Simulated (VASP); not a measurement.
# Cs in VASP: further runs

Cs is run at these levels: PBE; tasks: single point.

Program: VASP 6.6.1. These are calculated values, not measurements. Logs are shortened: lines on timing, memory, paths and dates and some standing lists are left out, and cuts for length are marked.

## Step 1: The cell of the first run

The cell holds a sheet with vacuum, 3 atoms: a = 8.171 Å, b = 8.171 Å, c = 26.352 Å, α = 90.00°, β = 90.00°, γ = 120.00°.

The cell was built from a structure type or drawn by symmetry, and may not be a known phase.

## Step 2: Single point, PBE

Input file INCAR:

```
ALGO     = Normal         # electronic algorithm
DIPOL    = 0.5 0.5 0.304
EDIFF    = 1E-6           # SCF threshold, eV
ENCUT    = 520            # plane-wave cutoff, eV
GGA      = PE             # functional
IDIPOL   = 3            
ISIF     = 2              # what is computed and relaxed
ISMEAR   = 0              # smearing method
LASPH    = T              # aspherical terms in the spheres
LCHARG   = F              # write CHGCAR
LDIPOL   = T            
LREAL    = F              # projectors in reciprocal space
LWAVE    = F              # write WAVECAR
NBANDS   = 20             # bands
NELM     = 80             # most SCF steps
PREC     = Accurate       # precision mode
SIGMA    = 0.1            # smearing width, eV
```

Input file KPOINTS:

```
k-points
0
Gamma
  3 3 1
```

Input file POSCAR:

```
Cs
1.0
    8.1712574193      0.0000000000      0.0000000000
   -4.0856287096      7.0765165059      0.0000000000
    0.0000000000      0.0000000000     26.3519942400
Cs
3
Direct
    0.3333333333      0.6666666667      0.3525899087
    0.6666666667      0.3333333333      0.2545747656
    0.0000000000      1.0000000000      0.3035823372
```

Potentials or basis: VASP PAW PBE potentials, release 64 (Cs_sv).

Run with:

```console
cat potpaw_PBE.64/Cs_sv/POTCAR > POTCAR
mpirun -np 1 vasp_std > vasp.out
```

OUTCAR:

```text
EDIFF = 1E-6
   ENCUT = 520
   GGA = PE
   ISIF = 2
   ISMEAR = 0
   LASPH = T
   LREAL = F
   NELM = 80
   PREC = Accurate

 ion  position               nearest neighbor table
   1  0.333  0.667  0.353-
   2  0.667  0.333  0.255-
   3  0.000  0.000  0.304-

  LATTYP: Found a hexagonal cell.
 ALAT       =     8.1712574193
 C/A-ratio  =     3.2249619474

  Lattice vectors:

 A1 = (   8.1712574193,   0.0000000000,   0.0000000000)
 A2 = (  -4.0856287096,   7.0765165059,   0.0000000000)
 A3 = (   0.0000000000,   0.0000000000,  26.3519942400)

Analysis of symmetry for initial positions (statically):
=====================================================================
 Subroutine PRICEL returns:
 Original cell was already a primitive cell.

 Routine SETGRP: Setting up the symmetry group for a
 hexagonal supercell.

 Subroutine GETGRP returns: Found 12 space group operations
 (whereof  6 operations were pure point group operations)
 out of a pool of 24 trial point group operations.

The static configuration has the point symmetry C_3v.
 The point group associated with its full space group is D_3d.

Analysis of symmetry for dynamics (positions and initial velocities):
=====================================================================
 Subroutine PRICEL returns:
 Original cell was already a primitive cell.

 Routine SETGRP: Setting up the symmetry group for a
 hexagonal supercell.

 Subroutine GETGRP returns: Found 12 space group operations
 (whereof  6 operations were pure point group operations)
 out of a pool of 24 trial point group operations.

The dynamic configuration has the point symmetry C_3v.
 The point group associated with its full space group is D_3d.

 Subroutine INISYM returns: Found 12 space group operations
 (whereof  6 operations are pure point group operations),
 and found     1 'primitive' translations

----------------------------------------------------------------------------------------

                                     Primitive cell

  volume of cell :    1523.7787

  direct lattice vectors                    reciprocal lattice vectors
     8.171257419  0.000000000  0.000000000     0.122380186  0.070656233  0.000000000
    -4.085628710  7.076516506  0.000000000     0.000000000  0.141312466  0.000000000
     0.000000000  0.000000000 26.351994240     0.000000000  0.000000000  0.037947792

[... 66 lines left out ...]
   NSW    =      0    number of steps for IOM
   IBRION =     -1    ionic relax: 0-MD 1-quasi-New 2-CG
   NFREE  =      0    steps in history (QN), initial steepest desc. (CG)
   ISIF   =      2    stress and relaxation
   ISYM   =      2    0-nonsym 1-usesym 2-fastsym
   POTIM  = 0.5000    time-step for ionic-motion
   TEBEG  =    0.0;   TEEND  =   0.0 temperature during run
   PSTRESS=    0.0 pullay stress
   NELECT =      27.0000    total number of electrons
   NUPDOWN=      -1.0000    fix difference up-down
   EMIN   =  10.00;   EMAX   =-10.00  energy-range for DOS
   EFERMI =   0.00;   METHOD = LEGACY
   ISMEAR =     0;   SIGMA  =   0.10  broadening in eV -4-tet -1-fermi 0-gaus
   EFERMI_NEDOS =   21; number of points for ismear=-14 and -15
   IALGO  =     38    algorithm
   IMIX   =      4    mixing-type and parameters
     AMIX     =   0.40;   BMIX     =  1.00
     AMIX_MAG =   1.60;   BMIX_MAG =  1.00
  volume/ion in A,a.u.               =     507.93      3427.66
  Fermi-wavevector in a.u.,A,eV,Ry     =   0.426798  0.806531  2.478387  0.182156
  Thomas-Fermi vector in A             =   1.393044
   LORBIT       =      0    0 simple, 1 ext, 2 COOP (PROOUT), +10 PAW based schemes
   GGA     = PE    functional components
   LHFCALC =     F    Hartree Fock is set to
   AEXX    =    0.0000 exact exchange contribution
   IVDW    =     0    specifies the selected vdW correction
   LEPSILON=     F    determine dielectric tensor
   LRPA    =     F    only Hartree local field effects (RPA)
 non-spin polarized calculation
 Gauss-broadening in eV      SIGMA  =   0.10
  energy-cutoff  :      520.00
  volume of cell :     1523.78
 maximum number of plane-waves:     41067
 NGX is ok and might be reduce to    64
   NGX = 31   NGY = 31   NGZ = 97

 dipolmoment           0.000000      0.000000      0.000000 electrons x Angstroem

 number of electron      27.0000001 magnetization

 dipolmoment           0.000000      0.000000     -0.000000 electrons x Angstroem

 Free energy of the ion-electron system (eV)
  ---------------------------------------------------
  ext. energy  EPLUGINS =         0.00000000
  ---------------------------------------------------
  free energy    TOTEN  =        -1.80569159 eV

  energy without entropy =       -1.78980229  energy(sigma->0) =       -1.79774694

 E-fermi :  -1.2630     XC(G=0):  -1.6659

 val. band max:       -1.4639939626   @ k =   0.3333   0.3333   0.0000
 cond. band min:      -1.1603139561   @ k =   0.3333  -0.0000   0.0000
 fundamental gap:      0.3036800066
 Fermi energy:        -1.2629718297

 k-point     1 :       0.0000    0.0000    0.0000
  band No.  band energies     occupation
      1     -25.4836      2.00000
      2     -25.4790      2.00000
      3     -25.3912      2.00000
      4     -12.3224      2.00000
      5     -12.3224      2.00000
      6     -12.3125      2.00000
[... 58 lines left out ...]
     19      -0.0504      0.00000
     20       0.2395      0.00000

------------------------ aborting loop because EDIFF is reached ----------------------------------------

 vacuum level on the upper side and lower side of the slab       (xc-potential included)        -0.092        -0.092

  FORCE on cell =-STRESS in cart. coord.  units (eV):
  Direction    XX          YY          ZZ          XY          YZ          ZX
  --------------------------------------------------------------------------------------
  -------------------------------------------------------------------------------------
  Total        1.0647128      1.0647128      0.0875988      0.0000000      0.0000000      0.0000000
  in kB        1.1194924      1.1194924      0.0921058      0.0000000      0.0000000      0.0000000
  external PRESSURE =       0.7770302 kB  Pullay stress =       0.0000000 kB

 VOLUME and BASIS-vectors are now :
 -----------------------------------------------------------------------------
  energy-cutoff  :      520.00
  volume of cell :     1523.78
      direct lattice vectors                 reciprocal lattice vectors
     8.171257419  0.000000000  0.000000000     0.122380186  0.070656233  0.000000000
    -4.085628710  7.076516506  0.000000000     0.000000000  0.141312466  0.000000000
     0.000000000  0.000000000 26.351994240     0.000000000  0.000000000  0.037947792

 POSITION                                       TOTAL-FORCE (eV/Angst)
 -----------------------------------------------------------------------------------
     -0.00000      4.71768      9.29145        -0.000000      0.000000      0.039541
      4.08563      2.35884      6.70855         0.000000     -0.000000     -0.039541
      0.00000      0.00000      8.00000         0.000000      0.000000      0.000000
 -----------------------------------------------------------------------------------
    total drift:                               -0.000000      0.000000      0.000001

  FREE ENERGIE OF THE ION-ELECTRON SYSTEM (eV)
  ---------------------------------------------------
  free  energy   TOTEN  =        -1.8056915904 eV

  energy  without entropy=       -1.7898022927  energy(sigma->0) =       -1.79774694

 vacuum level on the upper side and lower side of the slab         0.502         0.502
```

OSZICAR:

```text
N       E                     dE             d eps       ncg     rms          rms(c)
DAV:   1     0.227831292229E+03    0.22783E+03   -0.69672E+03   144   0.782E+02
DAV:   2     0.535445472066E+02   -0.17429E+03   -0.17161E+03   184   0.141E+02
DAV:   3     0.352331577031E+00   -0.53192E+02   -0.53078E+02   140   0.789E+01
[... 13 lines left out ...]
DAV:  17    -0.180567400658E+01   -0.41371E-04   -0.39264E-06   120   0.666E-03    0.866E-04
DAV:  18    -0.180568551692E+01   -0.11510E-04   -0.12270E-06   116   0.382E-03    0.496E-04
DAV:  19    -0.180568964297E+01   -0.41260E-05   -0.29235E-07   108   0.186E-03    0.164E-04
DAV:  20    -0.180569098772E+01   -0.13448E-05   -0.50084E-08   120   0.708E-04    0.995E-05
DAV:  21    -0.180569159042E+01   -0.60270E-06   -0.23752E-08   100   0.511E-04
   1 F= -.18056916E+01 E0= -.17977469E+01  d E =-.158893E-01
```

Wall time 2.7 min (1 thread of AMD EPYC 9R45 (Zen 5), shared host); peak memory 1.2 GiB.

What came out:

```yaml
Free_energy: -1.8057 eV
Largest_force: 0.040 eV/Å
Band_gap_on_the_k_mesh: zero (an odd number of electrons rules out a gap without spin polarisation)
```

Forces on the atoms (eV/Å):
```
Cs   0.000  0.000  0.040
Cs   0.000  0.000 -0.040
Cs   0.000  0.000  0.000
```

Levels at points of the mesh, in eV from the Fermi level:
| k point | band 9 | band 10 | band 11 | band 12 | band 13 | band 14 | band 15 | band 16 | band 17 | band 18 |
| --- | --- | --- | --- | --- | --- | --- | --- | --- | --- | --- |
| (0.00, 0.00, 0.00) | -11.03 | -10.98 | -10.88 | -10.88 | -1.39 | 0.10 | 0.80 | 0.80 | 0.99 | 1.14 |

Caveat: spin-orbit coupling is left out, which moves the levels of the heavy elements.

## Step 3: Single point, PBE

This run uses another cell than the first one.

Input file INCAR:

```
  ALGO = Normal
  DIPOL = 0.5 0.5 0.276
  EDIFF = 1E-6
  ENCUT = 520
  GGA = PE
  IDIPOL = 3
  ISIF = 2
  ISMEAR = 0
  LASPH = T
  LCHARG = F
  LDIPOL = T
  LREAL = F
  LWAVE = F
  NBANDS = 20
  NELM = 100
  PREC = Accurate
  SIGMA = 0.1
```

Input file KPOINTS:

```
k-points
0
Gamma
  6 6 1
```

Input file POSCAR:

```
Cs
1.0
    9.2972427133      0.0000000000      0.0000000000
   -4.6486213566      8.0516483749      0.0000000000
    0.0000000000      0.0000000000     28.9657889728
Cs
3
Direct
    0.3333333333      0.6666666667      0.2986006030
    0.6666666667      0.3333333333      0.2537751675
    0.0000000000      1.0000000000      0.2761878852
```

Potentials or basis: VASP PAW PBE potentials, release 64 (Cs_sv).

Run with:

```console
cat potpaw_PBE.64/Cs_sv/POTCAR > POTCAR
mpirun -np 1 vasp_std > vasp.out
```

OUTCAR:

```text
EDIFF = 1E-6
   ENCUT = 520
   GGA = PE
   ISIF = 2
   ISMEAR = 0
   LASPH = T
   LREAL = F
   NELM = 100
   PREC = Accurate

 ion  position               nearest neighbor table
   1  0.333  0.667  0.299-
   2  0.667  0.333  0.254-
   3  0.000  0.000  0.276-

  LATTYP: Found a hexagonal cell.
 ALAT       =     9.2972427133
 C/A-ratio  =     3.1155246632

  Lattice vectors:

 A1 = (   9.2972427133,   0.0000000000,   0.0000000000)
 A2 = (  -4.6486213566,   8.0516483749,   0.0000000000)
 A3 = (   0.0000000000,   0.0000000000,  28.9657889728)

Analysis of symmetry for initial positions (statically):
=====================================================================
 Subroutine PRICEL returns:
 Original cell was already a primitive cell.

 Routine SETGRP: Setting up the symmetry group for a
 hexagonal supercell.

 Subroutine GETGRP returns: Found 12 space group operations
 (whereof  6 operations were pure point group operations)
 out of a pool of 24 trial point group operations.

The static configuration has the point symmetry C_3v.
 The point group associated with its full space group is D_3d.

Analysis of symmetry for dynamics (positions and initial velocities):
=====================================================================
 Subroutine PRICEL returns:
 Original cell was already a primitive cell.

 Routine SETGRP: Setting up the symmetry group for a
 hexagonal supercell.

 Subroutine GETGRP returns: Found 12 space group operations
 (whereof  6 operations were pure point group operations)
 out of a pool of 24 trial point group operations.

The dynamic configuration has the point symmetry C_3v.
 The point group associated with its full space group is D_3d.

 Subroutine INISYM returns: Found 12 space group operations
 (whereof  6 operations are pure point group operations),
 and found     1 'primitive' translations
[... 101 lines left out ...]
  Fermi-wavevector in a.u.,A,eV,Ry     =   0.379450  0.717057  1.958999  0.143982
  Thomas-Fermi vector in A             =   1.313503
   LORBIT       =      0    0 simple, 1 ext, 2 COOP (PROOUT), +10 PAW based schemes
   GGA     = PE    functional components
   LHFCALC =     F    Hartree Fock is set to
   AEXX    =    0.0000 exact exchange contribution
   IVDW    =     0    specifies the selected vdW correction
   LEPSILON=     F    determine dielectric tensor
   LRPA    =     F    only Hartree local field effects (RPA)
 non-spin polarized calculation
 Gauss-broadening in eV      SIGMA  =   0.10
  energy-cutoff  :      520.00
  volume of cell :     2168.32
 maximum number of plane-waves:     58499
 NGX is ok and might be reduce to    70
   NGX = 35   NGY = 35   NGZ =107

 dipolmoment           0.000000      0.000000     -0.000028 electrons x Angstroem

 number of electron      26.9999999 magnetization

 dipolmoment           0.000000      0.000000      0.000003 electrons x Angstroem

 Free energy of the ion-electron system (eV)
  ---------------------------------------------------
  ext. energy  EPLUGINS =         0.00000000
  ---------------------------------------------------
  free energy    TOTEN  =        -1.97289268 eV

  energy without entropy =       -1.96223440  energy(sigma->0) =       -1.96756354

 E-fermi :  -1.6491     XC(G=0):  -1.3045

 val. band max:       -1.7403249864   @ k =   0.3333   0.1667   0.0000
 cond. band min:      -1.5230487743   @ k =   0.3333  -0.0000   0.0000
 fundamental gap:      0.2172762121
 Fermi energy:        -1.6491191571

 k-point     1 :       0.0000    0.0000    0.0000
  band No.  band energies     occupation
      1     -25.8080      2.00000
      2     -25.8053      2.00000
      3     -25.7840      2.00000
      4     -12.6425      2.00000
      5     -12.6370      2.00000
      6     -12.6205      2.00000
[... 150 lines left out ...]
     19      -0.2646      0.00000
     20      -0.2630      0.00000

------------------------ aborting loop because EDIFF is reached ----------------------------------------

 vacuum level on the upper side and lower side of the slab       (xc-potential included)        -0.004        -0.004

  FORCE on cell =-STRESS in cart. coord.  units (eV):
  Direction    XX          YY          ZZ          XY          YZ          ZX
  --------------------------------------------------------------------------------------
  -------------------------------------------------------------------------------------
  Total       -0.1585668     -0.1585668     -0.0383620     -0.0000000      0.0000000     -0.0000000
  in kB       -0.1171651     -0.1171651     -0.0283457     -0.0000000      0.0000000     -0.0000000
  external PRESSURE =      -0.0875587 kB  Pullay stress =       0.0000000 kB

 VOLUME and BASIS-vectors are now :
 -----------------------------------------------------------------------------
  energy-cutoff  :      520.00
  volume of cell :     2168.32
      direct lattice vectors                 reciprocal lattice vectors
     9.297242713  0.000000000  0.000000000     0.107558771  0.062099085  0.000000000
    -4.648621357  8.051648375  0.000000000     0.000000000  0.124198171  0.000000000
     0.000000000  0.000000000 28.965788973     0.000000000  0.000000000  0.034523486

 POSITION                                       TOTAL-FORCE (eV/Angst)
 -----------------------------------------------------------------------------------
     -0.00000      5.36777      8.64920         0.000000     -0.000000     -0.017664
      4.64862      2.68388      7.35080        -0.000000      0.000000      0.017664
      0.00000      0.00000      8.00000        -0.000000      0.000000      0.000000
 -----------------------------------------------------------------------------------
    total drift:                                0.000000     -0.000000      0.000003

  FREE ENERGIE OF THE ION-ELECTRON SYSTEM (eV)
  ---------------------------------------------------
  free  energy   TOTEN  =        -1.9728926815 eV

  energy  without entropy=       -1.9622344023  energy(sigma->0) =       -1.96756354

 vacuum level on the upper side and lower side of the slab         0.449         0.449
```

stdout:

```text
POSCAR found type information on POSCAR Cs
 POSCAR found :  1 types and       3 ions
 scaLAPACK will be used
 LDA part: xc-table for (Slater+PW92), standard interpolation
 POSCAR, INCAR and KPOINTS ok, starting setup
 FFT: planning ... GRIDC
 FFT: planning ... GRID_SOFT
 FFT: planning ... GRID
 WAVECAR not read
 entering main loop
```

It took 7.4 min on 1 thread of AMD EPYC 9R45 (Zen 5), shared host; peak memory 1.6 GiB.

Results:

```
Free energy            : -1.9729 eV
Largest force          : 0.018 eV/Å
Band gap on the k mesh : zero (an odd number of electrons rules out a gap without spin polarisation)
```

Forces in eV/Å, atoms in the order of the input:
```
Cs   0.000  0.000 -0.018
Cs   0.000  0.000  0.018
Cs   0.000  0.000  0.000
```

Caveat: spin-orbit coupling is left out, which moves the levels of the heavy elements.
